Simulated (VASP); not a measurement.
# CsCl in VASP: notebook, part 2 of 2

VASP 6.6.1. Earlier steps stand in the parts before.

### Step 4. Electric field gradients, PBEsol

This run uses another cell than the first one, of 35.04 Å³/atom, 0.952 times its volume.

Input file INCAR:

```
ALGO     = Normal         # electronic algorithm
EDIFF    = 1E-8           # SCF threshold, eV
ENCUT    = 400            # plane-wave cutoff, eV
GGA      = PS             # functional
GGA_COMPAT= False        
ISIF     = 2              # what is computed and relaxed
ISMEAR   = -1             # smearing method
LASPH    = True           # aspherical terms in the spheres
LCHARG   = False          # write CHGCAR
LEFG     = True         
LREAL    = False          # projectors in reciprocal space
LWAVE    = False          # write WAVECAR
NBANDS   = 15             # bands
NELM     = 120            # most SCF steps
PREC     = Accurate       # precision mode
SIGMA    = 0.03           # smearing width, eV
```

Input file KPOINTS:

```
k-points
0
Gamma
  6 6 6
```

Input file POSCAR:

```
CsCl
1.0
    4.1230000000      0.0000000000      0.0000000000
    0.0000000000      4.1230000000      0.0000000000
    0.0000000000      0.0000000000      4.1230000000
Cs Cl
1 1
Direct
    0.0000000000      0.0000000000      0.0000000000
    0.5000000000      0.5000000000      0.5000000000
```

Potentials or basis: VASP PAW PBE potentials, release 64 (Cs_sv, Cl).

Run with:

```console
> cat potpaw_PBE.64/Cs_sv/POTCAR potpaw_PBE.64/Cl/POTCAR > POTCAR
> mpirun -np 1 vasp_std > vasp.out
```

OUTCAR:

```text
EDIFF = 1E-8
   ENCUT = 400
   GGA = PS
   ISIF = 2
   ISMEAR = -1
   LASPH = True
   LREAL = False
   NELM = 120
   PREC = Accurate

 ion  position               nearest neighbor table
   1  0.000  0.000  0.000-
   2  0.500  0.500  0.500-

  LATTYP: Found a simple cubic cell.
 ALAT       =     4.1230000000

  Lattice vectors:

 A1 = (   4.1230000000,   0.0000000000,   0.0000000000)
 A2 = (   0.0000000000,   4.1230000000,   0.0000000000)
 A3 = (   0.0000000000,   0.0000000000,   4.1230000000)

Analysis of symmetry for initial positions (statically):
=====================================================================
 Subroutine PRICEL returns:
 Original cell was already a primitive cell.

 Routine SETGRP: Setting up the symmetry group for a
 simple cubic supercell.

 Subroutine GETGRP returns: Found 48 space group operations
 (whereof 48 operations were pure point group operations)
 out of a pool of 48 trial point group operations.

[... 537 lines left out ...]
  volume of cell :       70.09
      direct lattice vectors                 reciprocal lattice vectors
     4.123000000  0.000000000  0.000000000     0.242541838  0.000000000  0.000000000
     0.000000000  4.123000000  0.000000000     0.000000000  0.242541838  0.000000000
     0.000000000  0.000000000  4.123000000     0.000000000  0.000000000  0.242541838

 POSITION                                       TOTAL-FORCE (eV/Angst)
 -----------------------------------------------------------------------------------
      0.00000      0.00000      0.00000         0.000000      0.000000      0.000000
      2.06150      2.06150      2.06150         0.000000      0.000000      0.000000
 -----------------------------------------------------------------------------------
    total drift:                                0.000000      0.000000      0.000000

  FREE ENERGIE OF THE ION-ELECTRON SYSTEM (eV)
  ---------------------------------------------------
  free  energy   TOTEN  =        -6.8416744602 eV

  energy  without entropy=       -6.8416744602  energy(sigma->0) =       -6.84167446

 Electric field gradients (V/A^2)
---------------------------------------------------------------------
 ion       V_xx      V_yy      V_zz      V_xy      V_xz      V_yz
---------------------------------------------------------------------
   1       0.000    -0.000     0.000    -0.000    -0.000     0.000
   2       0.000     0.000    -0.000     0.000    -0.000     0.000
---------------------------------------------------------------------

 Electric field gradients after diagonalization (V/A^2)
 (convention: |V_zz| > |V_xx| > |V_yy|)
----------------------------------------------------------------------
 ion       V_xx      V_yy      V_zz     asymmetry (V_yy - V_xx)/ V_zz
----------------------------------------------------------------------
   1       0.000    -0.000     0.000      -0.220
   2       0.000    -0.000     0.000      -1.184
----------------------------------------------------------------------

           NMR quadrupolar parameters

 Cq : quadrupolar parameter    Cq=e*Q*V_zz/h
 eta: asymmetry parameters     (V_yy - V_xx)/ V_zz
 Q  : nuclear electric quadrupole moment in mb (millibarn)
----------------------------------------------------------------------
 ion       Cq(MHz)       eta       Q (mb)
----------------------------------------------------------------------
   1       0.000      -0.220       1.000
   2       0.000      -1.184       1.000
----------------------------------------------------------------------
```

stdout:

```text
POSCAR found type information on POSCAR CsCl
 POSCAR found :  2 types and       2 ions
 scaLAPACK will be used
 -----------------------------------------------------------------------------
|                                                                             |
|                                                                             |
|     You enforced a specific xc type in the INCAR file but a different       |
|     I HOPE YOU KNOW WHAT YOU ARE DOING!                                     |
|                                                                             |
 -----------------------------------------------------------------------------

 LDA part: xc-table for (Slater+PW92), standard interpolation
 POSCAR, INCAR and KPOINTS ok, starting setup
 FFT: planning ... GRIDC
 FFT: planning ... GRID_SOFT
 FFT: planning ... GRID
 WAVECAR not read
 entering main loop
ion   1

ion   2
```

Run time: 12 s. Hardware: 1 thread of Intel Xeon Platinum 8259CL at 2.50GHz (Skylake/Cascade Lake), shared host; peak memory 0.16 GiB.

What came out:

```yaml
Free_energy: -6.8417 eV
Pressure: -0.6 GPa
Band_gap_on_the_k_mesh: 5.05 eV, direct
```

Levels at points of the mesh, in eV from the valence-band top:
| k point | band 6 | band 7 | band 8 | band 9 | band 10 | band 11 |
| --- | --- | --- | --- | --- | --- | --- |
| (0.00, 0.00, 0.00) | 0.00 | 0.00 | 0.00 | 5.05 | 5.26 | 5.26 |
| (0.50, 0.00, 0.00) | -1.21 | -0.25 | -0.25 | 6.31 | 7.49 | 8.69 |
| (0.50, 0.50, 0.00) | -0.44 | -0.44 | -0.06 | 5.81 | 5.88 | 7.89 |
| (0.50, 0.50, 0.50) | -1.13 | -1.13 | -1.13 | 8.41 | 8.41 | 8.41 |

Caveat: without QUAD_EFG the Cq values of the log hold for a quadrupole moment of 1 mb, not for the nuclei; the PAW data sets were made with another functional, which shifts forces and pressure a little; spin-orbit coupling is left out, which moves the levels of the heavy elements.

### Step 5. Overview

```tsv
level	cell	gap on the mesh (eV)	pressure (GPa)
PBE	a = 4.191 Å, 2 atoms	5.04	0.2
PBE	a = 4.092, b = 4.092, c = 4.185 Å, 2 atoms	5.21	1.0
PBEsol	a = 4.123 Å, 2 atoms	5.05	-0.6
```

Alike in all rows: task electric field gradients; potentials or basis VASP PAW PBE potentials, release 64 (Cs_sv, Cl); no spin polarisation; k mesh 6 × 6 × 6; cutoff (eV) 400; smearing fermi-dirac 0.03 eV.

Caveats: spin-orbit coupling is left out, which moves the levels of the heavy elements; the PAW data sets were made with another functional, which shifts forces and pressure a little (some runs).

Total energies depend on the potentials used, so only differences within one code and one set of settings carry meaning.
